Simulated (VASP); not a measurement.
Ba:

```
CELL_PARAMETERS angstrom
0.00000 3.23267 3.23267
3.23267 0.00000 3.23267
3.23267 3.23267 0.00000
ATOMIC_POSITIONS crystal
Ba 0.00000 0.00000 0.00000
```

This isn't the form of Ba at room conditions, which is bcc.

Base run:

| Quantity | Value |
| --- | --- |
| Program | VASP 6.6.1 |
| Functional | PBE |
| Potentials or basis | VASP PAW PBE potentials, release 64 (Ba_sv) |
| Cutoff | 520 eV |
| k mesh | 9 × 9 × 9 |
| Occupations | fermi-dirac, width 0.05 eV |
| Spin | no spin polarisation |

Its results: band gap on the k mesh zero (bands 5 and 6 overlap by 0.17 eV); pressure -0.4 GPa.

The run is repeated on the same cell with these changes: functional from PBE to PBEsol. What comes out?

Band gap on the k mesh zero (bands 5 and 6 overlap by 0.17 eV); pressure -1.0 GPa.

PBEsol binds more tightly than PBE, so the same cell stands under less pressure.

Caveats: spin-orbit coupling is left out, which moves the levels of the heavy elements; the PAW data sets were made with another functional, which shifts forces and pressure a little (at least some runs).
